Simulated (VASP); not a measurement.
# SiO2 (P6_422) in VASP: notebook

SiO2 is run at these levels: PBE; tasks: single point.

Program: VASP 6.6.1. These are calculated values, not measurements. Logs are shortened: lines on timing, memory, paths and dates and some standing lists are left out, and cuts for length are marked.

### 1 The cell of the first run

It takes space group P6_422 (No. 181, hexagonal). Conventional cell: a = 5.105 Å, b = 5.105 Å, c = 5.501 Å, α = 90.00°, β = 90.00°, γ = 120.00°. Si (site symmetry 222) has 4 O at 1.61 Å within 2.1 Å. O (site symmetry 2) has 2 Si at 1.61 Å within 2.1 Å.

### 2 Single point, PBE (strain +0.000 along x and y, -0.015 along z)

Contents of INCAR:

```
SYSTEM = SiO2
PREC = Accurate
ENCUT = 520
EDIFF = 1E-7
ISMEAR = 0
SIGMA = 0.05
LREAL = .False.
LASPH = .True.
NELM = 60
ALGO = Normal
ISIF = 2
LWAVE = .False.
LCHARG = .False.
GGA = PE
NBANDS = 34
```

Contents of KPOINTS:

```
regular mesh
0
Gamma
  6 6 4
  0 0 0
```

Contents of POSCAR:

```
SiO2
1.0
    5.1053779309      0.0000000000      0.0000000000
   -2.5526889655      4.4213869841      0.0000000000
    0.0000000000      0.0000000000      5.5012710941
Si O
3 6
Direct
    0.0000000000      0.5000000000      0.3333333333
    0.5000000000      0.5000000000      0.6666666667
    0.5000000000      0.0000000000      0.0000000000
    0.5839605948      0.7919802974      0.8333333333
    0.7919802974      0.5839605948      0.5000000000
    0.7919802974      0.2080197026      0.1666666667
    0.4160394052      0.2080197026      0.8333333333
    0.2080197026      0.4160394052      0.5000000000
    0.2080197026      0.7919802974      0.1666666667
```

Potentials or basis: VASP PAW PBE potentials, release 64 (Si, O).

Command:

```sh
> cat potpaw_PBE.64/Si/POTCAR potpaw_PBE.64/O/POTCAR > POTCAR
> mpirun -np 1 vasp_std > vasp.out
```

OUTCAR:

```text
SYSTEM = SiO2
   PREC = Accurate
   ENCUT = 520
   EDIFF = 1E-7
   ISMEAR = 0
   LREAL = .False.
   LASPH = .True.
   NELM = 60
   ISIF = 2
   GGA = PE

 ion  position               nearest neighbor table
   1  0.000  0.500  0.333-   6 1.61   9 1.61   8 1.61   5 1.61   3 3.14   3 3.14   2 3.14   2 3.14

   2  0.500  0.500  0.667-   4 1.61   7 1.61   5 1.61   8 1.61   3 3.14   3 3.14   1 3.14   1 3.14

   3  0.500  0.000  0.000-   6 1.61   9 1.61   7 1.61   4 1.61   1 3.14   1 3.14   2 3.14   2 3.14

   4  0.584  0.792  0.833-   2 1.61   3 1.61
   5  0.792  0.584  0.500-   2 1.61   1 1.61
   6  0.792  0.208  0.167-   1 1.61   3 1.61
   7  0.416  0.208  0.833-   2 1.61   3 1.61
   8  0.208  0.416  0.500-   2 1.61   1 1.61
   9  0.208  0.792  0.167-   1 1.61   3 1.61

  LATTYP: Found a hexagonal cell.
 ALAT       =     5.1053779309
 C/A-ratio  =     1.0775443402

  Lattice vectors:

 A1 = (   5.1053779309,   0.0000000000,   0.0000000000)
 A2 = (  -2.5526889655,   4.4213869841,   0.0000000000)
 A3 = (   0.0000000000,   0.0000000000,   5.5012710941)

Analysis of symmetry for initial positions (statically):
=====================================================================
 Subroutine PRICEL returns:
 Original cell was already a primitive cell.

 Routine SETGRP: Setting up the symmetry group for a
 hexagonal supercell.

 Subroutine GETGRP returns: Found 12 space group operations
 (whereof  4 operations were pure point group operations)
 out of a pool of 24 trial point group operations.

The static configuration has the point symmetry D_2 .
 The point group associated with its full space group is D_6 .

Analysis of symmetry for dynamics (positions and initial velocities):
=====================================================================
 Subroutine PRICEL returns:
 Original cell was already a primitive cell.

 Routine SETGRP: Setting up the symmetry group for a
 hexagonal supercell.

 Subroutine GETGRP returns: Found 12 space group operations
 (whereof  4 operations were pure point group operations)
 out of a pool of 24 trial point group operations.

The dynamic configuration has the point symmetry D_2 .
 The point group associated with its full space group is D_6 .

 Subroutine INISYM returns: Found 12 space group operations
 (whereof  4 operations are pure point group operations),
 and found     1 'primitive' translations

----------------------------------------------------------------------------------------

                                     Primitive cell

  volume of cell :     124.1794

  direct lattice vectors                    reciprocal lattice vectors
     5.105377931  0.000000000  0.000000000     0.195871885  0.113086686  0.000000000
    -2.552688965  4.421386984  0.000000000     0.000000000  0.226173371  0.000000000
     0.000000000  0.000000000  5.501271094     0.000000000  0.000000000  0.181776172

  length of vectors
     5.105377931  5.105377931  5.501271094     0.226173371  0.226173371  0.181776172

  position of ions in fractional coordinates (direct lattice)
     0.000000000  0.500000000  0.333333333
     0.500000000  0.500000000  0.666666667
     0.500000000  0.000000000  0.000000000
     0.583960595  0.791980297  0.833333333
     0.791980297  0.583960595  0.500000000
     0.791980297  0.208019703  0.166666667
     0.416039405  0.208019703  0.833333333
     0.208019703  0.416039405  0.500000000
     0.208019703  0.791980297  0.166666667

  ion indices of the primitive-cell ions
   primitive index   ion index
                 1           1
                 2           2
                 3           3
                 4           4
                 5           5
                 6           6
                 7           7
                 8           8
                 9           9

----------------------------------------------------------------------------------------

 KPOINTS: regular mesh

Automatic generation of k-mesh.
 Grid dimensions read from file:
 generate k-points for:    6    6    4

 Generating k-lattice:

  Cartesian coordinates                     Fractional coordinates (reciprocal lattice)
     0.032645314  0.018847781  0.000000000     0.166666667  0.000000000  0.000000000
     0.000000000  0.037695562  0.000000000     0.000000000  0.166666667  0.000000000
     0.000000000  0.000000000  0.045444043     0.000000000  0.000000000  0.250000000

  Length of vectors
     0.037695562  0.037695562  0.045444043

  Shift w.r.t. Gamma in fractional coordinates (k-lattice)
     0.000000000  0.000000000  0.000000000

 Subroutine IBZKPT returns following result:
 ===========================================

 Found     21 irreducible k-points:

 Following reciprocal coordinates:
            Coordinates               Weight
  0.000000  0.000000  0.000000      1.000000
  0.166667  0.000000  0.000000      6.000000
  0.333333  0.000000  0.000000      6.000000
  0.500000  0.000000  0.000000      3.000000
  0.166667  0.166667  0.000000      6.000000
  0.333333  0.166667  0.000000     12.000000
[... 13 lines left out ...]
  0.333333  0.166667  0.500000     12.000000
  0.333333  0.333333  0.500000      2.000000
   k-points           NKPTS =     21   k-points in BZ     NKDIM =     21   number of bands    NBANDS=     34
   number of dos      NEDOS =    301   number of ions     NIONS =      9
   total plane-waves  NPLWV =  67200
   dimension x,y,z NGX =    40 NGY =   40 NGZ =   42
   dimension x,y,z NGXF=    80 NGYF=   80 NGZF=   84
   ions per type =               3   6
   NGX,Y,Z   is equivalent  to a cutoff of  13.03, 13.03, 12.69 a.u.
   NGXF,Y,Z  is equivalent  to a cutoff of  26.05, 26.05, 25.38 a.u.
 SYSTEM =  SiO2
   PREC   = accura    normal or accurate (medium, high low for compatibility)
   ISTART =      0    job   : 0-new  1-cont  2-samecut
   ICHARG =      2    charge: 1-file 2-atom 10-const
   ISPIN  =      1    spin polarized calculation?
   LNONCOLLINEAR =      F non collinear calculations
   LSORBIT =      F    spin-orbit coupling
   LASPH  =      T    aspherical Exc in radial PAW
   ENCUT  =  520.0 eV  38.22 Ry    6.18 a.u.   9.49  9.49 10.23*2*pi/ulx,y,z
   NELM   =     60;   NELMIN=  2; NELMDL= -5     # of ELM steps
   EDIFF  = 0.1E-06   stopping-criterion for ELM
   LREAL  =      F    real-space projection
   EDIFFG = 0.1E-05   stopping-criterion for IOM
   NSW    =      0    number of steps for IOM
   IBRION =     -1    ionic relax: 0-MD 1-quasi-New 2-CG
   NFREE  =      0    steps in history (QN), initial steepest desc. (CG)
   ISIF   =      2    stress and relaxation
   ISYM   =      2    0-nonsym 1-usesym 2-fastsym
   POTIM  = 0.5000    time-step for ionic-motion
   TEBEG  =    0.0;   TEEND  =   0.0 temperature during run
   PSTRESS=    0.0 pullay stress
   NELECT =      48.0000    total number of electrons
   NUPDOWN=      -1.0000    fix difference up-down
   EMIN   =  10.00;   EMAX   =-10.00  energy-range for DOS
   EFERMI =   0.00;   METHOD = LEGACY
   ISMEAR =     0;   SIGMA  =   0.05  broadening in eV -4-tet -1-fermi 0-gaus
   EFERMI_NEDOS =   21; number of points for ismear=-14 and -15
   IALGO  =     38    algorithm
   IMIX   =      4    mixing-type and parameters
     AMIX     =   0.40;   BMIX     =  1.00
     AMIX_MAG =   1.60;   BMIX_MAG =  1.00
  volume/ion in A,a.u.               =      13.80        93.11
  Fermi-wavevector in a.u.,A,eV,Ry     =   1.192538  2.253569 19.349470  1.422146
  Thomas-Fermi vector in A             =   2.328573
   LORBIT       =      0    0 simple, 1 ext, 2 COOP (PROOUT), +10 PAW based schemes
   GGA     = PE    functional components
   LHFCALC =     F    Hartree Fock is set to
   AEXX    =    0.0000 exact exchange contribution
   IVDW    =     0    specifies the selected vdW correction
   LEPSILON=     F    determine dielectric tensor
   LRPA    =     F    only Hartree local field effects (RPA)
 non-spin polarized calculation
 Gauss-broadening in eV      SIGMA  =   0.05
  energy-cutoff  :      520.00
  volume of cell :      124.18
 maximum number of plane-waves:      3380
 NGX is ok and might be reduce to    40
   NGX = 19   NGY = 19   NGZ = 21

 number of electron      47.9999995 magnetization

 Free energy of the ion-electron system (eV)
  ---------------------------------------------------
  ext. energy  EPLUGINS =         0.00000000
  ---------------------------------------------------
  free energy    TOTEN  =       -71.10220813 eV

  energy without entropy =      -71.10220813  energy(sigma->0) =      -71.10220813

 E-fermi :   0.7215     XC(G=0):  -8.6756

 val. band max:        0.4454283825   @ k =   0.5000   0.0000   0.0000
 cond. band min:       6.0922038202   @ k =   0.0000   0.0000   0.0000
 fundamental gap:      5.6467754377
 Fermi energy:         0.7215345381

 k-point     1 :       0.0000    0.0000    0.0000
  band No.  band energies     occupation
      1     -18.9189      2.00000
      2     -17.4607      2.00000
      3     -17.4607      2.00000
      4     -16.9020      2.00000
      5     -16.8626      2.00000
      6     -16.8626      2.00000
[... 26 lines left out ...]
     33      13.3455      0.00000
     34      13.3456      0.00000

 k-point     2 :       0.1667    0.0000    0.0000
  band No.  band energies     occupation
      1     -18.8463      2.00000
      2     -17.5706      2.00000
      3     -17.4607      2.00000
      4     -16.8937      2.00000
      5     -16.8682      2.00000
      6     -16.8624      2.00000
[... 26 lines left out ...]
     33      13.2029      0.00000
     34      13.6456      0.00000
[... 664 lines left out ...]
     33      11.6545      0.00000
     34      11.9888      0.00000

 k-point    21 :       0.3333    0.3333    0.5000
  band No.  band energies     occupation
      1     -18.4312      2.00000
      2     -17.7860      2.00000
      3     -17.7860      2.00000
      4     -16.9014      2.00000
      5     -16.8683      2.00000
      6     -16.8683      2.00000
[... 26 lines left out ...]
     33      11.8582      0.00000
     34      11.9004      0.00000

------------------------ aborting loop because EDIFF is reached ----------------------------------------

  FORCE on cell =-STRESS in cart. coord.  units (eV):
  Direction    XX          YY          ZZ          XY          YZ          ZX
  --------------------------------------------------------------------------------------
  -------------------------------------------------------------------------------------
  Total        1.8946586      1.8946586      2.7184628     -0.0000000     -0.0000000     -0.0000000
  in kB       24.4451149     24.4451149     35.0739362     -0.0000000     -0.0000000     -0.0000000
  external PRESSURE =      27.9880553 kB  Pullay stress =       0.0000000 kB

 VOLUME and BASIS-vectors are now :
 -----------------------------------------------------------------------------
  energy-cutoff  :      520.00
  volume of cell :      124.18
      direct lattice vectors                 reciprocal lattice vectors
     5.105377931  0.000000000  0.000000000     0.195871885  0.113086686  0.000000000
    -2.552688965  4.421386984  0.000000000     0.000000000  0.226173371  0.000000000
     0.000000000  0.000000000  5.501271094     0.000000000  0.000000000  0.181776172

 POSITION                                       TOTAL-FORCE (eV/Angst)
 -----------------------------------------------------------------------------------
     -1.27634      2.21069      1.83376         0.000000      0.000000     -0.000000
      1.27634      2.21069      3.66751        -0.000000      0.000000     -0.000000
      2.55269      0.00000      0.00000         0.000000      0.000000     -0.000000
      0.95966      3.50165      4.58439         0.072961      0.042124      0.000000
      2.55269      2.58192      2.75064        -0.000000      0.084248     -0.000000
      3.51235      0.91974      0.91688         0.072961     -0.042124      0.000000
      1.59303      0.91974      4.58439        -0.072961     -0.042124      0.000000
     -0.00000      1.83947      2.75064         0.000000     -0.084248     -0.000000
     -0.95966      3.50165      0.91688        -0.072961      0.042124     -0.000000
 -----------------------------------------------------------------------------------
    total drift:                                0.000000     -0.000000     -0.000001

  FREE ENERGIE OF THE ION-ELECTRON SYSTEM (eV)
  ---------------------------------------------------
  free  energy   TOTEN  =       -71.1022081299 eV

  energy  without entropy=      -71.1022081299  energy(sigma->0) =      -71.10220813
```

It took 3.2 min on 1 thread of AMD EPYC 7R13, shared host; peak memory 0.23 GiB.

What came out:

```
Free energy            : -71.1022 eV
Pressure               : 2.8 GPa
Largest force          : 0.084 eV/Å
Band gap on the k mesh : 5.65 eV, indirect (least direct gap 5.87 eV)
```

Forces in eV/Å, atoms in the order of the input:
```
Si   0.000  0.000  0.000
Si   0.000  0.000  0.000
Si   0.000  0.000  0.000
O    0.073  0.042  0.000
O    0.000  0.084  0.000
O    0.073 -0.042  0.000
O   -0.073 -0.042  0.000
O    0.000 -0.084  0.000
O   -0.073  0.042  0.000
```

Stress tensor (GPa, compression positive):
```
2.44 0.00 0.00
0.00 2.44 0.00
0.00 0.00 3.51
```

Caveat: the cell differs from its parent crystal (strain +0.000 along x and y, -0.015 along z). A k mesh can miss the band edges.

### 3 Single point, PBE (strain -0.015 along x and y, +0.015 along z)

Contents of INCAR:

```
ALGO = Normal
EDIFF = 1E-6
ENCUT = 520
GGA = PE
ISIF = 2
ISMEAR = 0
LASPH = True
LCHARG = True
LELF = True
LREAL = False
LVHAR = True
LWAVE = False
NBANDS = 34
NELM = 80
PREC = Accurate
SIGMA = 0.05
```

Contents of KPOINTS:

```
k-points
0
Gamma
  6 6 4
```

Edit POSCAR of step 2 so:

```diff
@@ -2,5 +2,5 @@
 1.0
-    5.1053779309      0.0000000000      0.0000000000
-   -2.5526889655      4.4213869841      0.0000000000
-    0.0000000000      0.0000000000      5.5012710941
+    5.0287972619      0.0000000000      0.0000000000
+   -2.5143986310      4.3550661793      0.0000000000
+    0.0000000000      0.0000000000      5.6688224979
 Si O
```

Potentials or basis: VASP PAW PBE potentials, release 64 (Si, O).

Command:

```sh
> cat potpaw_PBE.64/Si/POTCAR potpaw_PBE.64/O/POTCAR > POTCAR
> mpirun -np 1 vasp_std > vasp.out
```

It took 2.8 min on 1 thread of AMD EPYC 7R13, shared host; peak memory 0.23 GiB.

It converged, with:

* Free energy: -71.0910 eV
* Pressure: 2.8 GPa
* Largest force: 0.132 eV/Å
* Band gap on the k mesh: 5.61 eV, indirect (least direct gap 5.74 eV)

Forces in eV/Å, atoms in the order of the input:
```
Si   0.000  0.000  0.000
Si   0.000  0.000  0.000
Si   0.000  0.000  0.000
O    0.115  0.066  0.000
O    0.000  0.132  0.000
O    0.115 -0.066  0.000
O   -0.115 -0.066  0.000
O    0.000 -0.132  0.000
O   -0.115  0.066  0.000
```

Stress tensor (GPa, compression positive):
```
3.44 0.00 0.00
0.00 3.44 0.00
0.00 0.00 1.39
```

Levels at points of the mesh, in eV from the valence-band top:
```
           k point  band 22  band 23  band 24  band 25  band 26  band 27
(0.00, 0.00, 0.00)    -0.47    -0.47    -0.14     5.61     8.88     8.88
(0.50, 0.00, 0.00)    -1.03    -0.40    -0.03     7.68     8.51     9.55
(0.00, 0.00, 0.50)    -0.37     0.00     0.00     7.41     7.41     8.35
(0.50, 0.00, 0.50)    -0.77    -0.75    -0.32     8.44     8.89     9.14
```

Caveat: the cell differs from its parent crystal (strain -0.015 along x and y, +0.015 along z). A k mesh can miss the band edges.
